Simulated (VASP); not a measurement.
# Tc (Fm-3m) in VASP: a series of runs

Tc is run at these levels: PBE, r2SCAN; tasks: single point.

All numbers are computed with VASP 6.6.1; they aren't measurements. Logs are shortened: lines on timing, memory, paths and dates and some standing lists are left out, and cuts for length are marked.

**1. The cell of the first run**

The structure is cubic, space group Fm-3m (No. 225). Conventional cell: a = 3.894 Å, b = 3.894 Å, c = 3.894 Å, α = 90.00°, β = 90.00°, γ = 90.00°. Within 3.6 Å of Tc (site symmetry m-3m) lie 12 Tc at 2.75 Å.

**2. Single point, PBE**

Contents of INCAR:

```
  PREC = Accurate
  ENCUT = 520
  EDIFF = 1E-7
  ISMEAR = 0
  SIGMA = 0.05
  LREAL = False
  LASPH = True
  NELM = 80
  ALGO = Normal
  ISIF = 2
  LWAVE = False
  LCHARG = False
  GGA = PE
  NBANDS = 12
```

Contents of KPOINTS:

```
regular mesh
0
Gamma
  8 8 8
```

Contents of POSCAR:

```
Tc
1.0
    0.0000000000      1.9470836180      1.9470836180
    1.9470836180      0.0000000000      1.9470836180
    1.9470836180      1.9470836180      0.0000000000
Tc
1
Direct
    0.0000000000      0.0000000000      0.0000000000
```

Potentials or basis: VASP PAW PBE potentials, release 64 (Tc_pv).

Command:

```console
$ cat potpaw_PBE.64/Tc_pv/POTCAR > POTCAR
$ mpirun -np 1 vasp_std > vasp.out
```

OUTCAR:

```text
PREC = Accurate
   ENCUT = 520
   EDIFF = 1E-7
   ISMEAR = 0
   LREAL = False
   LASPH = True
   NELM = 80
   ISIF = 2
   GGA = PE

 ion  position               nearest neighbor table
   1  0.000  0.000  0.000-

  LATTYP: Found a face centered cubic cell.
 ALAT       =     3.8941672360

  Lattice vectors:

 A1 = (   0.0000000000,   1.9470836180,   1.9470836180)
 A2 = (   1.9470836180,   0.0000000000,   1.9470836180)
 A3 = (   1.9470836180,   1.9470836180,   0.0000000000)

Analysis of symmetry for initial positions (statically):
=====================================================================
 Subroutine PRICEL returns:
 Original cell was already a primitive cell.

 Routine SETGRP: Setting up the symmetry group for a
 face centered cubic supercell.

 Subroutine GETGRP returns: Found 48 space group operations
 (whereof 48 operations were pure point group operations)
 out of a pool of 48 trial point group operations.

The static configuration has the point symmetry O_h .

Analysis of symmetry for dynamics (positions and initial velocities):
=====================================================================
 Subroutine PRICEL returns:
 Original cell was already a primitive cell.

 Routine SETGRP: Setting up the symmetry group for a
 face centered cubic supercell.

 Subroutine GETGRP returns: Found 48 space group operations
 (whereof 48 operations were pure point group operations)
 out of a pool of 48 trial point group operations.

The dynamic configuration has the point symmetry O_h .

 Subroutine INISYM returns: Found 48 space group operations
 (whereof 48 operations are pure point group operations),
 and found     1 'primitive' translations

----------------------------------------------------------------------------------------

                                     Primitive cell

  volume of cell :      14.7633

  direct lattice vectors                    reciprocal lattice vectors
     0.000000000  1.947083618  1.947083618    -0.256794313  0.256794313  0.256794313
     1.947083618  0.000000000  1.947083618     0.256794313 -0.256794313  0.256794313
     1.947083618  1.947083618  0.000000000     0.256794313  0.256794313 -0.256794313

  length of vectors
     2.753592060  2.753592060  2.753592060     0.444780797  0.444780797  0.444780797

  position of ions in fractional coordinates (direct lattice)
     0.000000000  0.000000000  0.000000000

  ion indices of the primitive-cell ions
   primitive index   ion index
                 1           1

----------------------------------------------------------------------------------------

 KPOINTS: regular mesh

Automatic generation of k-mesh.
 Grid dimensions read from file:
 generate k-points for:    8    8    8

 Generating k-lattice:

  Cartesian coordinates                     Fractional coordinates (reciprocal lattice)
    -0.032099289  0.032099289  0.032099289     0.125000000  0.000000000  0.000000000
     0.032099289 -0.032099289  0.032099289     0.000000000  0.125000000  0.000000000
     0.032099289  0.032099289 -0.032099289     0.000000000  0.000000000  0.125000000

  Length of vectors
     0.055597600  0.055597600  0.055597600

  Shift w.r.t. Gamma in fractional coordinates (k-lattice)
     0.000000000  0.000000000  0.000000000

 Subroutine IBZKPT returns following result:
 ===========================================

 Found     29 irreducible k-points:

 Following reciprocal coordinates:
            Coordinates               Weight
  0.000000  0.000000  0.000000      1.000000
  0.125000  0.000000  0.000000      8.000000
  0.250000  0.000000  0.000000      8.000000
  0.375000  0.000000  0.000000      8.000000
  0.500000  0.000000  0.000000      4.000000
  0.125000  0.125000  0.000000      6.000000
[... 16 lines left out ...]
  0.500000  0.250000  0.125000     48.000000
 -0.375000  0.250000  0.125000     24.000000
 [... further k-points ...]
   k-points           NKPTS =     29   k-points in BZ     NKDIM =     29   number of bands    NBANDS=     12
   number of dos      NEDOS =    301   number of ions     NIONS =      1
   total plane-waves  NPLWV =   8000
   dimension x,y,z NGX =    20 NGY =   20 NGZ =   20
   dimension x,y,z NGXF=    40 NGYF=   40 NGZF=   40
   ions per type =               1
   NGX,Y,Z   is equivalent  to a cutoff of  12.07, 12.07, 12.07 a.u.
   NGXF,Y,Z  is equivalent  to a cutoff of  24.15, 24.15, 24.15 a.u.
 SYSTEM =  unknown system
   PREC   = accura    normal or accurate (medium, high low for compatibility)
   ISTART =      0    job   : 0-new  1-cont  2-samecut
   ICHARG =      2    charge: 1-file 2-atom 10-const
   ISPIN  =      1    spin polarized calculation?
   LNONCOLLINEAR =      F non collinear calculations
   LSORBIT =      F    spin-orbit coupling
   LASPH  =      T    aspherical Exc in radial PAW
   ENCUT  =  520.0 eV  38.22 Ry    6.18 a.u.   5.12  5.12  5.12*2*pi/ulx,y,z
   NELM   =     80;   NELMIN=  2; NELMDL= -5     # of ELM steps
   EDIFF  = 0.1E-06   stopping-criterion for ELM
   LREAL  =      F    real-space projection
   EDIFFG = 0.1E-05   stopping-criterion for IOM
   NSW    =      0    number of steps for IOM
   IBRION =     -1    ionic relax: 0-MD 1-quasi-New 2-CG
   NFREE  =      0    steps in history (QN), initial steepest desc. (CG)
   ISIF   =      2    stress and relaxation
   ISYM   =      2    0-nonsym 1-usesym 2-fastsym
   POTIM  = 0.5000    time-step for ionic-motion
   TEBEG  =    0.0;   TEEND  =   0.0 temperature during run
   PSTRESS=    0.0 pullay stress
   NELECT =      13.0000    total number of electrons
   NUPDOWN=      -1.0000    fix difference up-down
   EMIN   =  10.00;   EMAX   =-10.00  energy-range for DOS
   EFERMI =   0.00;   METHOD = LEGACY
   ISMEAR =     0;   SIGMA  =   0.05  broadening in eV -4-tet -1-fermi 0-gaus
   EFERMI_NEDOS =   21; number of points for ismear=-14 and -15
   IALGO  =     38    algorithm
   IMIX   =      4    mixing-type and parameters
     AMIX     =   0.40;   BMIX     =  1.00
     AMIX_MAG =   1.60;   BMIX_MAG =  1.00
  volume/ion in A,a.u.               =      14.76        99.63
  Fermi-wavevector in a.u.,A,eV,Ry     =   1.569139  2.965242 33.500216  2.462196
  Thomas-Fermi vector in A             =   2.671066
   LORBIT       =      0    0 simple, 1 ext, 2 COOP (PROOUT), +10 PAW based schemes
   GGA     = PE    functional components
   LHFCALC =     F    Hartree Fock is set to
   AEXX    =    0.0000 exact exchange contribution
   IVDW    =     0    specifies the selected vdW correction
   LEPSILON=     F    determine dielectric tensor
   LRPA    =     F    only Hartree local field effects (RPA)
 non-spin polarized calculation
 Gauss-broadening in eV      SIGMA  =   0.05
  energy-cutoff  :      520.00
  volume of cell :       14.76
 maximum number of plane-waves:       415
   NGX = 11   NGY = 11   NGZ = 11

 number of electron      13.0000002 magnetization

 Free energy of the ion-electron system (eV)
  ---------------------------------------------------
  ext. energy  EPLUGINS =         0.00000000
  ---------------------------------------------------
  free energy    TOTEN  =       -10.26749980 eV

  energy without entropy =      -10.26530039  energy(sigma->0) =      -10.26640010

 E-fermi :  12.3400     XC(G=0): -13.6209

 val. band max:       12.3279256247   @ k =   0.5000   0.2500   0.0000
 cond. band min:      12.3597841262   @ k =   0.1250   0.1250   0.0000
 fundamental gap:      0.0318585015
 Fermi energy:        12.3399752603

 k-point     1 :       0.0000    0.0000    0.0000
  band No.  band energies     occupation
      1     -26.1034      2.00000
      2     -26.1034      2.00000
      3     -26.1034      2.00000
      4       4.9394      2.00000
      5      10.5680      2.00000
      6      10.5680      2.00000
      7      10.5680      2.00000
      8      13.0890      0.00000
      9      13.0890      0.00000
     10      26.3223      0.00000
     11      31.8001      0.00000
     12      31.8001      0.00000

 k-point     2 :       0.1250    0.0000    0.0000
  band No.  band energies     occupation
      1     -26.2808      2.00000
      2     -26.1261      2.00000
      3     -26.1261      2.00000
      4       5.5591      2.00000
      5      10.2429      2.00000
      6      10.8148      2.00000
      7      10.8148      2.00000
      8      12.9399      0.00000
      9      12.9399      0.00000
     10      27.3841      0.00000
     11      29.6283      0.00000
     12      32.8746      0.00000

 k-point     3 :       0.2500    0.0000    0.0000
  band No.  band energies     occupation
      1     -26.6964      2.00000
      2     -26.1805      2.00000
      3     -26.1805      2.00000
      4       6.7928      2.00000
      5      10.1596      2.00000
      6      10.9630      2.00000
      7      10.9630      2.00000
      8      13.2338      0.00000
      9      13.2338      0.00000
     10      26.6647      0.00000
     11      29.0469      0.00000
     12      35.6604      0.00000
[... 286 lines left out ...]
 k-point    23 :       0.5000    0.2500    0.1250
  band No.  band energies     occupation
      1     -27.0077      2.00000
      2     -26.5224      2.00000
      3     -26.3178      2.00000
      4       8.2439      2.00000
      5       9.3707      2.00000
      6      10.0309      2.00000
      7      12.0682      2.00000
      8      14.0600      0.00000
      9      17.2350      0.00000
     10      24.7529      0.00000
     11      28.3670      0.00000
     12      29.5072      0.00000

 k-point    24 :      -0.3750    0.2500    0.1250
  band No.  band energies     occupation
      1     -27.0991      2.00000
      2     -26.5623      2.00000
      3     -26.3535      2.00000
      4       8.1992      2.00000
      5       9.1010      2.00000
      6      10.8287      2.00000
      7      11.7440      2.00000
      8      14.7542      0.00000
      9      19.0712      0.00000
     10      22.1127      0.00000
     11      28.0622      0.00000
     12      29.3180      0.00000

 [... further k-points ...]
[... 5 lines left out ...]
  --------------------------------------------------------------------------------------
  -------------------------------------------------------------------------------------
  Total       -0.4987520     -0.4987520     -0.4987520      0.0000000      0.0000000      0.0000000
  in kB      -54.1266863    -54.1266863    -54.1266863      0.0000000      0.0000000      0.0000000
  external PRESSURE =     -54.1266863 kB  Pullay stress =       0.0000000 kB

 VOLUME and BASIS-vectors are now :
 -----------------------------------------------------------------------------
  energy-cutoff  :      520.00
  volume of cell :       14.76
      direct lattice vectors                 reciprocal lattice vectors
     0.000000000  1.947083618  1.947083618    -0.256794313  0.256794313  0.256794313
     1.947083618  0.000000000  1.947083618     0.256794313 -0.256794313  0.256794313
     1.947083618  1.947083618  0.000000000     0.256794313  0.256794313 -0.256794313

 POSITION                                       TOTAL-FORCE (eV/Angst)
 -----------------------------------------------------------------------------------
      0.00000      0.00000      0.00000        -0.000000     -0.000000      0.000000
 -----------------------------------------------------------------------------------
    total drift:                               -0.000000     -0.000000     -0.000000

  FREE ENERGIE OF THE ION-ELECTRON SYSTEM (eV)
  ---------------------------------------------------
  free  energy   TOTEN  =       -10.2674998004 eV

  energy  without entropy=      -10.2653003937  energy(sigma->0) =      -10.26640010
```

Wall time 3.2 s (1 thread of AMD EPYC 9R45 (Zen 5), shared host); peak memory 0.09 GiB.

What came out:

```yaml
Free_energy: -10.2675 eV
Pressure: -5.4 GPa
```

Levels at points of the mesh, in eV from the Fermi level:
| k point | band 3 | band 4 | band 5 | band 6 | band 7 | band 8 | band 9 | band 10 | band 11 | band 12 |
| --- | --- | --- | --- | --- | --- | --- | --- | --- | --- | --- |
| (0.00, 0.00, 0.00) | -38.44 | -7.40 | -1.77 | -1.77 | -1.77 | 0.75 | 0.75 | 13.98 | 19.46 | 19.46 |
| (0.50, 0.00, 0.00) | -38.60 | -5.42 | -1.92 | -1.92 | 1.18 | 2.69 | 2.69 | 10.38 | 13.63 | 19.99 |
| (0.50, 0.50, 0.00) | -38.86 | -5.74 | -5.18 | 2.65 | 3.24 | 3.24 | 3.72 | 12.84 | 12.84 | 13.81 |

**3. Single point, r2SCAN**

This run uses another cell than the first one, of 14.02 Å³/atom, 0.950 times its volume.

Contents of POSCAR:

```
Tc
1.0
    0.0000000000      1.9139175003      1.9139175003
    1.9139175003      0.0000000000      1.9139175003
    1.9139175003      1.9139175003      0.0000000000
Tc
1
Direct
    0.0000000000      0.0000000000      0.0000000000
```

Contents of INCAR.step1:

```
SYSTEM = Tc
PREC = Accurate
ENCUT = 520
ISMEAR = 0
SIGMA = 0.05
LREAL = .False.
LASPH = .True.
NELM = 100
NBANDS = 12
GGA = PE
ALGO = Normal
EDIFF = 1E-4
LWAVE = .True.
LCHARG = .False.
```

Contents of INCAR.step2:

```
SYSTEM = Tc
PREC = Accurate
ENCUT = 520
EDIFF = 1E-7
ISMEAR = 0
SIGMA = 0.05
LREAL = .False.
LASPH = .True.
NELM = 100
ALGO = Normal
ISIF = 2
LWAVE = .False.
LCHARG = .False.
METAGGA = R2SCAN
LMIXTAU = .True.
NBANDS = 12
ISTART = 1
```

Contents of KPOINTS:

```
Automatic mesh
0
Gamma
  18 18 18
  0 0 0
```

Potentials or basis: VASP PAW PBE potentials, release 64 (Tc_pv).

Command:

```console
$ cat potpaw_PBE.64/Tc_pv/POTCAR > POTCAR
$ cp INCAR.step1 INCAR
$ mpirun -np 1 vasp_std > vasp.out
$ cp INCAR.step2 INCAR
$ mpirun -np 1 vasp_std > vasp.out
```

It took 66 s on 1 thread of AMD EPYC 9R45 (Zen 5), shared host; peak memory 0.12 GiB.

Results (log left out):

| Property | Result |
| --- | --- |
| Free energy | -25.8976 eV |
| Pressure | 6.6 GPa |

Levels at points of the mesh, in eV from the Fermi level:
```csv
k point,band 4,band 5,band 6,band 7,band 8,band 9,band 10,band 11
"(0.00, 0.00, 0.00)",-8.04,-1.98,-1.98,-1.98,0.95,0.95,14.58,20.78
"(0.50, 0.00, 0.00)",-6.03,-2.11,-2.11,1.26,3.09,3.09,11.70,14.25
"(0.50, 0.50, 0.00)",-6.43,-5.85,3.09,3.67,3.67,4.10,13.93,13.93
```

Caveat: the PAW data sets were made with another functional, which shifts forces and pressure a little.

**4. Single point, r2SCAN**

This run uses another cell than the first one, of 14.52 Å³/atom, 0.984 times its volume.

Contents of POSCAR:

```
Tc
1.0
    0.0000000000      1.9363261565      1.9363261565
    1.9363261565      0.0000000000      1.9363261565
    1.9363261565      1.9363261565      0.0000000000
Tc
1
Direct
    0.0000000000      0.0000000000      0.0000000000
```

Contents of INCAR.step1:

```
PREC = Accurate ; ENCUT = 520
ISMEAR = 0 ; SIGMA = 0.05
LREAL = False ; LASPH = True
NELM = 100 ; NBANDS = 12
GGA = PE ; ALGO = Normal
EDIFF = 1E-4 ; LWAVE = True
LCHARG = False
```

Contents of INCAR.step2:

```
PREC = Accurate ; ENCUT = 520
EDIFF = 1E-6 ; ISMEAR = 0
SIGMA = 0.05 ; LREAL = False
LASPH = True ; NELM = 100
ALGO = Normal ; ISIF = 2
LWAVE = False ; LCHARG = True
METAGGA = R2SCAN ; LMIXTAU = True
LELF = True ; LVHAR = True
NBANDS = 12 ; ISTART = 1
```

Contents of KPOINTS:

```
Automatic mesh
0
Gamma
  18 18 18
```

Command:

```console
$ cat potpaw_PBE.64/Tc_pv/POTCAR > POTCAR
$ cp INCAR.step1 INCAR
$ mpirun -np 1 vasp_std > vasp.out
$ cp INCAR.step2 INCAR
$ mpirun -np 1 vasp_std > vasp.out
```

Run time: 51 s. Hardware: 1 thread of AMD EPYC 9R45 (Zen 5), shared host; peak memory 0.12 GiB.

Results (log left out):

| Item | Value |
| --- | --- |
| Free energy | -25.9009 eV |
| Pressure | -4.8 GPa |

Levels at points of the mesh, in eV from the Fermi level:
| k point | band 4 | band 5 | band 6 | band 7 | band 8 | band 9 | band 10 | band 11 |
| --- | --- | --- | --- | --- | --- | --- | --- | --- |
| (0.00, 0.00, 0.00) | -7.89 | -1.88 | -1.88 | -1.88 | 0.90 | 0.90 | 14.59 | 20.60 |
| (0.50, 0.00, 0.00) | -5.81 | -2.00 | -2.00 | 1.17 | 2.93 | 2.93 | 11.17 | 14.24 |
| (0.50, 0.50, 0.00) | -6.13 | -5.58 | 2.92 | 3.48 | 3.48 | 3.91 | 13.64 | 13.64 |

Caveat: the PAW data sets were made with another functional, which shifts forces and pressure a little.

**5. Overview**

```csv
level,cell,k mesh,gap on the mesh (eV),pressure (GPa)
PBE,"a = 2.754 Å, angles 60.0°, 1 atom",8 × 8 × 8,none,-5.4
r2SCAN,"a = 2.707 Å, angles 60.0°, 1 atom",18 × 18 × 18,none,6.6
r2SCAN,"a = 2.738 Å, angles 60.0°, 1 atom",18 × 18 × 18,none,-4.8
```

Alike in all rows: task single point; potentials or basis VASP PAW PBE potentials, release 64 (Tc_pv); no spin polarisation; cutoff (eV) 520; smearing gaussian 0.05 eV.

Caveats: the PAW data sets were made with another functional, which shifts forces and pressure a little (some runs).

Total energies depend on the potentials used, so only differences within one code and one set of settings carry meaning.
